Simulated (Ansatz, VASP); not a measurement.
# HfO2: VASP beside Ansatz

```
Hf O
1.0
     0.00000    2.55750    2.55750
     2.55750    0.00000    2.55750
     2.55750    2.55750    0.00000
Hf O
1 2
Direct
  0.00000 0.00000 0.00000
  0.25000 0.25000 0.25000
  0.75000 0.75000 0.75000
```

Alike in both runs: task relaxation of cell and atoms; functional PBE; k mesh 8 × 8 × 8; no spin polarisation.

```csv
,VASP,Ansatz
version,VASP 6.6.1,Ansatz 0.2.0
potentials or method,"VASP PAW PBE potentials, release 64 (Hf_pv, O), cutoff 600 eV","plane waves, PAW"
occupations,"gaussian, width 0.01 eV",fixed
valence electrons in the cell,22,38
```

```tsv
	VASP	Ansatz	Ansatz less VASP
relaxed volume (Å³/atom)	10.87	11.04	+0.170
relaxed cell length with the largest relative difference (Å)	3.586	3.604	+0.0186
```

VASP's potentials hold 22 valence electrons a cell and Ansatz's 38, so a difference there can come from the potentials and not from the codes.

Neither program's run includes spin-orbit coupling.
